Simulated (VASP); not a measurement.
Here is a VASP 6.6.1 calculation.

File INCAR:

```
SYSTEM = InP
PREC     = Accurate       ! precision mode
ENCUT    = 600            ! plane-wave cutoff, eV
EDIFF    = 1E-6           ! SCF threshold, eV
ISMEAR   = 0              ! smearing method
SIGMA    = 0.01           ! smearing width, eV
LREAL    = .FALSE.        ! projectors in reciprocal space
LASPH    = .TRUE.         ! aspherical terms in the spheres
NELM     = 60             ! most SCF steps
ALGO     = Normal         ! electronic algorithm
ISIF     = 3              ! what is computed and relaxed
LWAVE    = .FALSE.        ! write WAVECAR
LCHARG   = .FALSE.        ! write CHGCAR
GGA      = PE             ! functional
IBRION   = 2              ! ionic algorithm
NSW      = 50             ! ionic steps
EDIFFG   = -0.02          ! ionic threshold
PSTRESS  = 40.0
```

KPOINTS

```
Automatic mesh
0
G
  6 6 6
  0 0 0
```

POSCAR

```
InP
1.0
    4.1443530000      0.0000000000      0.0000000000
    2.0721765000      3.5891149803      0.0000000000
    2.0721765000      1.1963716601      3.3838500547
In P
1 1
Direct
    0.0000000000      0.0000000000      0.0000000000
    0.2500000000      0.2500000000      0.2500000000
```

Potentials or basis: VASP PAW PBE potentials, release 64 (In_d, P).

Command:

```sh
$ cat potpaw_PBE.64/In_d/POTCAR potpaw_PBE.64/P/POTCAR > POTCAR
$ mpirun -np 1 vasp_std > vasp.out
```

Problem. Predict the band gap on the k mesh.

Solution. 0.76 eV, direct.

Problem. What does it give for the relaxed cell?

Solution. a = 4.132 Å, b = 4.132 Å, c = 4.132 Å, α = 60.00°, β = 60.00°, γ = 60.00°.

Problem. What does it give for the relaxed volume?

Solution. 24.94 Å³/atom.

Problem. What does it give for the space group after relaxing (to 0.05 Å)?

Solution. F-43m (No. 216).

Final structure:
```
In P
1.0
     4.13184    0.00000    0.00000
     2.06592    3.57828    0.00000
     2.06592    1.19276    3.37364
In P
1 1
Direct
  0.00000 0.00000 0.00000
  0.25000 0.25000 0.25000
```

Caveat: the cell is relaxed towards a set pressure, so the enthalpy falls and the energy may rise; spin-orbit coupling is left out, which moves the levels of the heavy elements. PBE gaps usually lie below the measured ones, often by a third to a half.
